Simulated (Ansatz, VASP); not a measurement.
# One calculation of TiClF, two programs

```xyz
3
Lattice="1.9803 -3.4357 0.0000 1.9803 3.4357 0.0000 0.0000 0.0000 4.7878" Properties=species:S:1:pos:R:3 pbc="T T T"
Ti    1.9803    0.0000    0.0000
Cl    1.9803    0.0000    2.3939
F     0.0000    0.0000    0.0000
```

Alike in both runs: functional PBE; k mesh 6 × 6 × 4; occupations gaussian, width 0.1 eV; collinear spin.

Ansatz relaxed the structure, and its values are those at the end. VASP's run is a single point on that final structure, the one shown.

|  | VASP | Ansatz |
| --- | --- | --- |
| version | VASP 6.6.1 | Ansatz 0.2.0 |
| potentials or method | VASP PAW PBE potentials, release 64 (Ti_sv, Cl, F), cutoff 520 eV | scalar-relativistic, plane waves, PAW |
| valence electrons in the cell | 26 | 26 |

VASP gave:

| Quantity | Value |
| --- | --- |
| gap on the k mesh at the Fermi level (eV) | none |
| pressure (GPa) | 0.2 |
| net moment per atom (μB) | 0.66 |
| size of the moment on the site where the two differ most (μB) | 1.50 |

Task: Which values does Ansatz return?

Result: gap on the k mesh at the Fermi level (eV): none; pressure (GPa): 0.2; net moment per atom (μB): 0.66; size of the moment on the site where the two differ most (μB): 1.12.

Site moments also hang on the region over which each program counts them. A gap of «none» marks a metal or a gap that the smearing closes.
